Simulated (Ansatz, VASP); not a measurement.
## Two plane-wave programs on InP

The input INCAR:

```
SYSTEM = InP
PREC = Accurate ; ENCUT = 600
EDIFF = 1E-7 ; ISMEAR = 0
SIGMA = 0.1 ; LREAL = .False.
LASPH = .True. ; NELM = 80
ALGO = Normal ; ISIF = 3
LWAVE = .False. ; LCHARG = .False.
GGA = PE ; IBRION = 2
NSW = 100 ; EDIFFG = -0.005
```

The input KPOINTS:

```
Automatic mesh
0
Gamma
  14 14 14
  0 0 0
```

POSCAR

```
InP
1.0
    0.0000000000      2.7684979608      2.7684979608
    2.7684979608      0.0000000000      2.7684979608
    2.7684979608      2.7684979608      0.0000000000
In P
1 1
Direct
    0.0000000000      0.0000000000      0.0000000000
    0.5000000000      0.5000000000      0.5000000000
```

Input for Ansatz:

```yaml
crystal:
  lattice:
    - [0.0, 2.7684979557, 2.7684979557]
    - [2.7684979557, 0.0, 2.7684979557]
    - [2.7684979557, 2.7684979557, 0.0]
  atoms:
    - { symbol: In, position: [0.0, 0.0, 0.0] }
    - { symbol: P, position: [0.5, 0.5, 0.5] }
basis:
  ecutwfc: 420
kpoints:
  mp_grid: { grid: [14, 14, 14] }
hamiltonian:
  xc: pbe
scf:
  occupations: { method: gaussian, width: 0.1 }
output:
  forces: true
  stress: true
  eigenvalues: true
relax:
  adjacent_minimum: "off"
  f_tol: 0.005
  max_steps: 80
  cell: { stress_tol: 0.05 }
```

Alike in both runs: task relaxation of cell and atoms; functional PBE; k mesh 14 × 14 × 14; occupations gaussian, width 0.1 eV; no spin polarisation.

|  | VASP | Ansatz |
| --- | --- | --- |
| version | VASP 6.6.1 | Ansatz 0.2.0 |
| potentials or method | VASP PAW PBE potentials, release 64 (In_d, P), cutoff 600 eV | scalar-relativistic, plane waves, PAW |
| valence electrons in the cell | 18 | 18 |

|  | VASP | Ansatz | Ansatz less VASP |
| --- | --- | --- | --- |
| gap on the k mesh at the Fermi level, each at its own relaxed structure (eV) | none | none | - |
| relaxed volume (Å³/atom) | 21.26 | 21.26 | -0.001 |
| relaxed cell length with the largest relative difference (Å) | 3.918 | 3.918 | -0.0001 |

A gap of «none» marks a metal or a gap that the smearing closes.
